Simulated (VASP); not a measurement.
LiSc12: single point with LDA

The system is LiSc12, a slab with vacuum.

```
Sc Li
1.0
     6.62000    0.00000    0.00000
     3.31000    5.73309    0.00000
     0.00000    0.00000   17.27614
Sc Li
12 1
Direct
  0.00000 0.00000 0.05788
  0.50000 0.00000 0.05788
  0.00000 0.50000 0.05788
  0.50000 0.50000 0.05788
  0.83445 0.33124 0.19578
  0.33331 0.33338 0.19615
  0.83445 0.83436 0.19577
  0.33123 0.83441 0.19574
  0.00022 0.99998 0.33992
  0.50466 0.99061 0.33402
  0.99055 0.50477 0.33412
  0.50468 0.50483 0.33406
  0.66572 0.66742 0.48309
```

```json
{"Program": "VASP 6.6.1", "Task": "single point", "Functional": "LDA", "Potentials or basis": "VASP PAW LDA potentials, release 64 (Sc_sv, Li_sv)", "Cutoff": "520 eV", "k mesh": "3 × 3 × 1", "Occupations": "fermi-dirac, width 0.1 eV", "Spin": "no spin polarisation", "Dipole correction": "no", "Further INCAR settings": "ALGO = Normal; EDIFF = 1e-06; NBANDS = 80"}
```

- Largest force: 0.031 eV/Å
- Band gap on the k mesh: zero (an odd number of electrons rules out a gap without spin polarisation)

Forces in eV/Å, atoms in the order of the input:
```
Sc   0.000  0.000 -0.031
Sc   0.000  0.025 -0.004
Sc   0.022 -0.012 -0.004
Sc  -0.021 -0.012 -0.004
Sc   0.000 -0.001 -0.002
Sc   0.000  0.000  0.000
Sc   0.001  0.001 -0.002
Sc  -0.001  0.000 -0.002
Sc  -0.003  0.000  0.011
Sc   0.002  0.003  0.011
Sc   0.003 -0.001  0.010
Sc  -0.003 -0.003  0.010
Li   0.000  0.000  0.006
```

Levels at points of the mesh, in eV from the Fermi level:
```csv
k point,band 65,band 66,band 67,band 68,band 69,band 70,band 71,band 72
"(0.00, 0.00, 0.00)",-0.30,-0.28,-0.28,-0.24,0.06,0.48,0.56,0.56
```

Wall time 24 min on 1 thread of Intel Xeon 8259CL, with other jobs on the host, peak memory 0.57 GiB.

Caveat: the k points lie up to 0.37 Å⁻¹ apart, too coarse for converged energies and pressures of a metal.
